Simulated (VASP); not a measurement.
# AlGa3N4 (P-43m) in VASP: single point with PBEsol

Aim: the single point of AlGa3N4 with PBEsol.

Program: VASP 6.6.1. These are calculated values, not measurements. Logs are shortened: lines on timing, memory, paths and dates and some standing lists are left out, and cuts for length are marked.

## 1. The cell of the first run

Symmetry: P-43m, No. 215, cubic system. The conventional cell has a = 4.472 Å, b = 4.472 Å, c = 4.472 Å, α = 90.00°, β = 90.00°, γ = 90.00°. Within 2.5 Å of Al (site symmetry -43m) lie 4 N at 1.89 Å. Within 2.6 Å of Ga (site symmetry -42m) lie 4 N at 1.95 Å. N (site symmetry 3m) has 1 Al at 1.89 Å and 3 Ga at 1.95 Å within 2.5 Å.

## 2. Single point, PBEsol

INCAR

```
SYSTEM = AlGa3N4
PREC = Accurate
ENCUT = 520
EDIFF = 1E-6
ISMEAR = 0
SIGMA = 0.05
LREAL = .FALSE.
LASPH = .TRUE.
NELM = 80
ALGO = Normal
ISIF = 2
LWAVE = .FALSE.
LCHARG = .FALSE.
GGA = PS
NBANDS = 41
```

KPOINTS

```
regular mesh
0
G
  6 6 6
  0 0 0
```

POSCAR

```
AlGa3N4
1.0
    4.4716853600      0.0000000000      0.0000000000
    0.0000000000      4.4716853600      0.0000000000
    0.0000000000      0.0000000000      4.4716853600
Al Ga N
1 3 4
Direct
    0.0000000000      0.0000000000      0.0000000000
    0.5000000000      0.5000000000      0.0000000000
    0.5000000000      0.0000000000      0.5000000000
    0.0000000000      0.5000000000      0.5000000000
    0.7557144200      0.7557144200      0.2442855800
    0.7557144200      0.2442855800      0.7557144200
    0.2442855800      0.7557144200      0.7557144200
    0.2442855800      0.2442855800      0.2442855800
```

Potentials or basis: VASP PAW PBE potentials, release 64 (Al, Ga_d, N).

Command:

```sh
> cat potpaw_PBE.64/Al/POTCAR potpaw_PBE.64/Ga_d/POTCAR potpaw_PBE.64/N/POTCAR > POTCAR
> mpirun -np 1 vasp_std > vasp.out
```

OUTCAR:

```text
SYSTEM = AlGa3N4
   PREC = Accurate
   ENCUT = 520
   EDIFF = 1E-6
   ISMEAR = 0
   LREAL = .FALSE.
   LASPH = .TRUE.
   NELM = 80
   ISIF = 2
   GGA = PS

 ion  position               nearest neighbor table
   1  0.000  0.000  0.000-   5 1.89   6 1.89   7 1.89   8 1.89
   2  0.500  0.500  0.000-   5 1.95   6 1.95   7 1.95   8 1.95
   3  0.500  0.000  0.500-   5 1.95   6 1.95   7 1.95   8 1.95
   4  0.000  0.500  0.500-   5 1.95   6 1.95   7 1.95   8 1.95
   5  0.756  0.756  0.244-   1 1.89   2 1.95   3 1.95   4 1.95
   6  0.756  0.244  0.756-   1 1.89   2 1.95   3 1.95   4 1.95
   7  0.244  0.756  0.756-   1 1.89   2 1.95   3 1.95   4 1.95
   8  0.244  0.244  0.244-   1 1.89   2 1.95   3 1.95   4 1.95

  LATTYP: Found a simple cubic cell.
 ALAT       =     4.4716853600

  Lattice vectors:

 A1 = (   4.4716853600,   0.0000000000,   0.0000000000)
 A2 = (   0.0000000000,   4.4716853600,   0.0000000000)
 A3 = (   0.0000000000,   0.0000000000,   4.4716853600)

Analysis of symmetry for initial positions (statically):
=====================================================================
 Subroutine PRICEL returns:
 Original cell was already a primitive cell.

 Routine SETGRP: Setting up the symmetry group for a
 simple cubic supercell.

 Subroutine GETGRP returns: Found 24 space group operations
 (whereof 24 operations were pure point group operations)
 out of a pool of 48 trial point group operations.

The static configuration has the point symmetry T_d .

Analysis of symmetry for dynamics (positions and initial velocities):
=====================================================================
 Subroutine PRICEL returns:
 Original cell was already a primitive cell.

 Routine SETGRP: Setting up the symmetry group for a
 simple cubic supercell.

 Subroutine GETGRP returns: Found 24 space group operations
 (whereof 24 operations were pure point group operations)
 out of a pool of 48 trial point group operations.

The dynamic configuration has the point symmetry T_d .

 Subroutine INISYM returns: Found 24 space group operations
 (whereof 24 operations are pure point group operations),
 and found     1 'primitive' translations

----------------------------------------------------------------------------------------

                                     Primitive cell

  volume of cell :      89.4157

  direct lattice vectors                    reciprocal lattice vectors
     4.471685360  0.000000000  0.000000000     0.223629330  0.000000000  0.000000000
     0.000000000  4.471685360  0.000000000     0.000000000  0.223629330  0.000000000
     0.000000000  0.000000000  4.471685360     0.000000000  0.000000000  0.223629330

  length of vectors
     4.471685360  4.471685360  4.471685360     0.223629330  0.223629330  0.223629330

  position of ions in fractional coordinates (direct lattice)
     0.000000000  0.000000000  0.000000000
     0.500000000  0.500000000  0.000000000
     0.500000000  0.000000000  0.500000000
     0.000000000  0.500000000  0.500000000
     0.755714420  0.755714420  0.244285580
     0.755714420  0.244285580  0.755714420
     0.244285580  0.755714420  0.755714420
     0.244285580  0.244285580  0.244285580

  ion indices of the primitive-cell ions
   primitive index   ion index
                 1           1
                 2           2
                 3           3
                 4           4
                 5           5
                 6           6
                 7           7
                 8           8

----------------------------------------------------------------------------------------

 KPOINTS: regular mesh

Automatic generation of k-mesh.
 Grid dimensions read from file:
 generate k-points for:    6    6    6

 Generating k-lattice:

  Cartesian coordinates                     Fractional coordinates (reciprocal lattice)
     0.037271555  0.000000000  0.000000000     0.166666667  0.000000000  0.000000000
     0.000000000  0.037271555  0.000000000     0.000000000  0.166666667  0.000000000
     0.000000000  0.000000000  0.037271555     0.000000000  0.000000000  0.166666667

  Length of vectors
     0.037271555  0.037271555  0.037271555

  Shift w.r.t. Gamma in fractional coordinates (k-lattice)
     0.000000000  0.000000000  0.000000000

 Subroutine IBZKPT returns following result:
 ===========================================

 Found     20 irreducible k-points:

 Following reciprocal coordinates:
            Coordinates               Weight
  0.000000  0.000000  0.000000      1.000000
  0.166667  0.000000  0.000000      6.000000
  0.333333  0.000000  0.000000      6.000000
  0.500000  0.000000  0.000000      3.000000
  0.166667  0.166667  0.000000     12.000000
  0.333333  0.166667  0.000000     24.000000
[... 12 lines left out ...]
  0.500000  0.500000  0.333333      6.000000
  0.500000  0.500000  0.500000      1.000000
   k-points           NKPTS =     20   k-points in BZ     NKDIM =     20   number of bands    NBANDS=     41
   number of dos      NEDOS =    301   number of ions     NIONS =      8
   total plane-waves  NPLWV =  46656
   dimension x,y,z NGX =    36 NGY =   36 NGZ =   36
   dimension x,y,z NGXF=    72 NGYF=   72 NGZF=   72
   ions per type =               1   3   4
   NGX,Y,Z   is equivalent  to a cutoff of  13.38, 13.38, 13.38 a.u.
   NGXF,Y,Z  is equivalent  to a cutoff of  26.77, 26.77, 26.77 a.u.
 SYSTEM =  AlGa3N4
   PREC   = accura    normal or accurate (medium, high low for compatibility)
   ISTART =      0    job   : 0-new  1-cont  2-samecut
   ICHARG =      2    charge: 1-file 2-atom 10-const
   ISPIN  =      1    spin polarized calculation?
   LNONCOLLINEAR =      F non collinear calculations
   LSORBIT =      F    spin-orbit coupling
   LASPH  =      T    aspherical Exc in radial PAW
   ENCUT  =  520.0 eV  38.22 Ry    6.18 a.u.   8.31  8.31  8.31*2*pi/ulx,y,z
   NELM   =     80;   NELMIN=  2; NELMDL= -5     # of ELM steps
   EDIFF  = 0.1E-05   stopping-criterion for ELM
   LREAL  =      F    real-space projection
   EDIFFG = 0.1E-04   stopping-criterion for IOM
   NSW    =      0    number of steps for IOM
   IBRION =     -1    ionic relax: 0-MD 1-quasi-New 2-CG
   NFREE  =      0    steps in history (QN), initial steepest desc. (CG)
   ISIF   =      2    stress and relaxation
   ISYM   =      2    0-nonsym 1-usesym 2-fastsym
   POTIM  = 0.5000    time-step for ionic-motion
   TEBEG  =    0.0;   TEEND  =   0.0 temperature during run
   PSTRESS=    0.0 pullay stress
   NELECT =      62.0000    total number of electrons
   NUPDOWN=      -1.0000    fix difference up-down
   EMIN   =  10.00;   EMAX   =-10.00  energy-range for DOS
   EFERMI =   0.00;   METHOD = LEGACY
   ISMEAR =     0;   SIGMA  =   0.05  broadening in eV -4-tet -1-fermi 0-gaus
   EFERMI_NEDOS =   21; number of points for ismear=-14 and -15
   IALGO  =     38    algorithm
   IMIX   =      4    mixing-type and parameters
     AMIX     =   0.40;   BMIX     =  1.00
     AMIX_MAG =   1.60;   BMIX_MAG =  1.00
  volume/ion in A,a.u.               =      11.18        75.43
  Fermi-wavevector in a.u.,A,eV,Ry     =   1.448997  2.738207 28.566688  2.099592
  Thomas-Fermi vector in A             =   2.566774
   LORBIT       =      0    0 simple, 1 ext, 2 COOP (PROOUT), +10 PAW based schemes
   GGA     = PS    functional components
   LHFCALC =     F    Hartree Fock is set to
   AEXX    =    0.0000 exact exchange contribution
   IVDW    =     0    specifies the selected vdW correction
   LEPSILON=     F    determine dielectric tensor
   LRPA    =     F    only Hartree local field effects (RPA)
 non-spin polarized calculation
 Gauss-broadening in eV      SIGMA  =   0.05
  energy-cutoff  :      520.00
  volume of cell :       89.42
 maximum number of plane-waves:      2469
 NGX is ok and might be reduce to    36
   NGX = 17   NGY = 17   NGZ = 17

 number of electron      61.9999968 magnetization

 Free energy of the ion-electron system (eV)
  ---------------------------------------------------
  ext. energy  EPLUGINS =         0.00000000
  ---------------------------------------------------
  free energy    TOTEN  =       -54.96550750 eV

  energy without entropy =      -54.96550750  energy(sigma->0) =      -54.96550750

 E-fermi :   5.5245     XC(G=0): -11.7295

 val. band max:        5.2766094666   @ k =   0.0000   0.0000   0.0000
 cond. band min:       7.5716901459   @ k =   0.0000   0.0000   0.0000
 fundamental gap:      2.2950806792
 Fermi energy:         5.5244612549

 k-point     1 :       0.0000    0.0000    0.0000
  band No.  band energies     occupation
      1     -10.3770      2.00000
      2      -9.0883      2.00000
      3      -9.0883      2.00000
      4      -9.0883      2.00000
      5      -7.8329      2.00000
      6      -7.8107      2.00000
[... 33 lines left out ...]
     40      16.0217      0.00000
     41      16.0218      0.00000

 k-point     2 :       0.1667    0.0000    0.0000
  band No.  band energies     occupation
      1     -10.2642      2.00000
      2      -9.1257      2.00000
      3      -9.0900      2.00000
      4      -9.0900      2.00000
      5      -7.8285      2.00000
      6      -7.8076      2.00000
[... 33 lines left out ...]
     40      16.2349      0.00000
     41      16.2488      0.00000

 k-point     3 :       0.3333    0.0000    0.0000
  band No.  band energies     occupation
      1      -9.9614      2.00000
      2      -9.2657      2.00000
      3      -9.0933      2.00000
      4      -9.0933      2.00000
      5      -7.7985      2.00000
      6      -7.7928      2.00000
[... 699 lines left out ...]
      2      -9.2401      2.00000
      3      -9.2401      2.00000
      4      -9.2285      2.00000
      5      -7.8151      2.00000
      6      -7.8151      2.00000
[... 33 lines left out ...]
     40      15.4629      0.00000
     41      15.5326      0.00000

 k-point    20 :       0.5000    0.5000    0.5000
  band No.  band energies     occupation
      1      -9.4360      2.00000
      2      -9.2363      2.00000
      3      -9.2363      2.00000
      4      -9.2363      2.00000
      5      -7.8192      2.00000
      6      -7.8192      2.00000
[... 33 lines left out ...]
     40      15.1597      0.00000
     41      15.1598      0.00000

------------------------ aborting loop because EDIFF is reached ----------------------------------------

  FORCE on cell =-STRESS in cart. coord.  units (eV):
  Direction    XX          YY          ZZ          XY          YZ          ZX
  --------------------------------------------------------------------------------------
  -------------------------------------------------------------------------------------
  Total       -0.3844249     -0.3844249     -0.3844249     -0.0000000     -0.0000000     -0.0000000
  in kB       -6.8882424     -6.8882424     -6.8882424     -0.0000000     -0.0000000     -0.0000000
  external PRESSURE =      -6.8882424 kB  Pullay stress =       0.0000000 kB

 VOLUME and BASIS-vectors are now :
 -----------------------------------------------------------------------------
  energy-cutoff  :      520.00
  volume of cell :       89.42
      direct lattice vectors                 reciprocal lattice vectors
     4.471685360  0.000000000  0.000000000     0.223629330  0.000000000  0.000000000
     0.000000000  4.471685360  0.000000000     0.000000000  0.223629330  0.000000000
     0.000000000  0.000000000  4.471685360     0.000000000  0.000000000  0.223629330

 POSITION                                       TOTAL-FORCE (eV/Angst)
 -----------------------------------------------------------------------------------
      0.00000      0.00000      0.00000        -0.000000     -0.000000     -0.000000
      2.23584      2.23584      0.00000        -0.000000     -0.000000     -0.000000
      2.23584      0.00000      2.23584        -0.000000      0.000000     -0.000000
      0.00000      2.23584      2.23584        -0.000000      0.000000     -0.000000
      3.37932      3.37932      1.09237        -0.080475     -0.080475      0.080475
      3.37932      1.09237      3.37932        -0.080475      0.080475     -0.080475
      1.09237      3.37932      3.37932         0.080475     -0.080475     -0.080475
      1.09237      1.09237      1.09237         0.080475      0.080475      0.080475
 -----------------------------------------------------------------------------------
    total drift:                               -0.000000     -0.000000     -0.000000

  FREE ENERGIE OF THE ION-ELECTRON SYSTEM (eV)
  ---------------------------------------------------
  free  energy   TOTEN  =       -54.9655075047 eV

  energy  without entropy=      -54.9655075047  energy(sigma->0) =      -54.96550750
```

Run time: 2.2 min. Hardware: 1 thread of Intel Xeon 8259CL, shared host; peak memory 0.23 GiB.

What came out:

- Free energy: -54.9655 eV
- Pressure: -0.7 GPa
- Largest force: 0.139 eV/Å
- Band gap on the k mesh: 2.30 eV

Forces in eV/Å, atoms in the order of the input:
```
Al   0.000  0.000  0.000
Ga   0.000  0.000  0.000
Ga   0.000  0.000  0.000
Ga   0.000  0.000  0.000
N   -0.080 -0.080  0.080
N   -0.080  0.080 -0.080
N    0.080 -0.080 -0.080
N    0.080  0.080  0.080
```

Caveat: the PAW data sets were made with another functional, which shifts forces and pressure a little.
